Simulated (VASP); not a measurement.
Wanted: the native input for a VASP 6.6.1 run.

- Task: single point
- Functional: PBE
- Potentials or basis: VASP PAW PBE potentials, release 64 (Ru_pv)
- Cutoff: 520 eV
- k mesh: 24 × 24 × 24
- Occupations: fermi-dirac, width 0.05 eV
- Spin: no spin polarisation
- Dipole correction: no
- Further INCAR settings: ALGO = Normal; EDIFF = 1e-06; NBANDS = 13

The structure of Ru lies in POSCAR:

```
Ru
1.0
   -1.5266363294      1.5266363294      1.5266363294
    1.5266363294     -1.5266363294      1.5266363294
    1.5266363294      1.5266363294     -1.5266363294
Ru
1
Direct
    0.0000000000      0.0000000000      0.0000000000
```

One way to write it, as run:

INCAR

```
SYSTEM = Ru
PREC = Accurate ; ENCUT = 520
EDIFF = 1E-6 ; ISMEAR = -1
SIGMA = 0.05 ; LREAL = .False.
LASPH = .True. ; NELM = 60
ALGO = Normal ; ISIF = 2
LWAVE = .False. ; LCHARG = .False.
GGA = PE ; NBANDS = 13
```

KPOINTS

```
regular mesh
0
Gamma
  24 24 24
  0 0 0
```

Potentials or basis: VASP PAW PBE potentials, release 64 (Ru_pv).

Command:

```sh
$ cat potpaw_PBE.64/Ru_pv/POTCAR > POTCAR
$ mpirun -np 1 vasp_std > vasp.out
```

It gave:

```
Pressure               : -0.1 GPa
Band gap on the k mesh : zero (band 7 reaches 13.91 eV, above the bottom of band 8 at 10.36 eV)
```

Run time: 41 s on 1 thread of Intel(R) Xeon(R) Platinum 8488C (Sapphire Rapids) (shared host), peak memory 0.18 GiB.
